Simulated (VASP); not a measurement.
Wanted: the native input for a VASP 6.6.1 run.

| Property | Result |
| --- | --- |
| Task | single point |
| Functional | LDA |
| Potentials or basis | VASP PAW LDA potentials, release 64 (Cd, Te) |
| Cutoff | 520 eV |
| k mesh | 8 × 8 × 8 |
| Occupations | gaussian, width 0.05 eV |
| Spin | no spin polarisation |
| Dipole correction | no |
| Further INCAR settings | ALGO = Normal; EDIFF = 1e-06; NBANDS = 16 |

The structure of CdTe lies in POSCAR:

```
CdTe
1.0
    0.0000000000      3.4693145812      3.2013606914
    3.2013606914      0.0000000000      3.2013606914
    3.2013606914      3.4693145812      0.0000000000
Cd Te
1 1
Direct
    0.0000000000      0.0000000000      0.0000000000
    0.7500000000      0.7500000000      0.7500000000
```

This cell differs from its parent crystal: volume 35.556 Å^3 an atom, c/a of the conventional cell 1.0837.

The input as run:

INCAR

```
  PREC = Accurate
  ENCUT = 520
  EDIFF = 1E-6
  ISMEAR = 0
  SIGMA = 0.05
  LREAL = False
  LASPH = True
  NELM = 80
  ALGO = Normal
  ISIF = 2
  LWAVE = False
  LCHARG = False
  NBANDS = 16
```

KPOINTS

```
Automatic mesh
0
Gamma
  8 8 8
```

Potentials or basis: VASP PAW LDA potentials, release 64 (Cd, Te).

Run with:

```console
$ cat potpaw_LDA.64/Cd/POTCAR potpaw_LDA.64/Te/POTCAR > POTCAR
$ mpirun -np 1 vasp_std > vasp.out
```

It gave:

```yaml
Pressure: -2.9 GPa
Band_gap_on_the_k_mesh: 0.30 eV, direct
```

Caveat: spin-orbit coupling is left out, which moves the levels of the heavy elements.

Wall time 38 s on 1 thread of Intel(R) Xeon(R) Platinum 8488C (Sapphire Rapids), with other jobs on the host, peak memory 0.22 GiB.
